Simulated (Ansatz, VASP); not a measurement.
## Two plane-wave programs on C

```
C
1.0
     2.46652    0.00000    0.00000
    -1.23326    2.13607    0.00000
     0.00000    0.00000    8.56531
C
4
Direct
  0.00000 0.00000 0.00250
  0.00000 0.00000 0.50250
  0.33333 0.66667 0.00250
  0.66667 0.33333 0.50250
```

Alike in both runs: task single point; functional PBE; k mesh 18 × 18 × 6; occupations gaussian, width 0.15 eV; no spin polarisation.

|  | VASP | Ansatz |
| --- | --- | --- |
| version | VASP 6.6.1 | Ansatz 0.2.0 |
| potentials or method | VASP PAW PBE potentials, release 64 (C), cutoff 520 eV | scalar-relativistic, plane waves, PAW |
| valence electrons in the cell | 16 | 16 |

```csv
,VASP,Ansatz,Ansatz less VASP
gap on the k mesh at the Fermi level (eV),none,none,-
pressure (GPa),0.4,0.0,-0.35
"traceless stress, the component that is largest in VASP (GPa)",-0.39,0.03,+0.417
```

A gap of «none» marks a metal or a gap that the smearing closes. With one functional, cell and mesh, what is left measures potentials, basis and numerics.
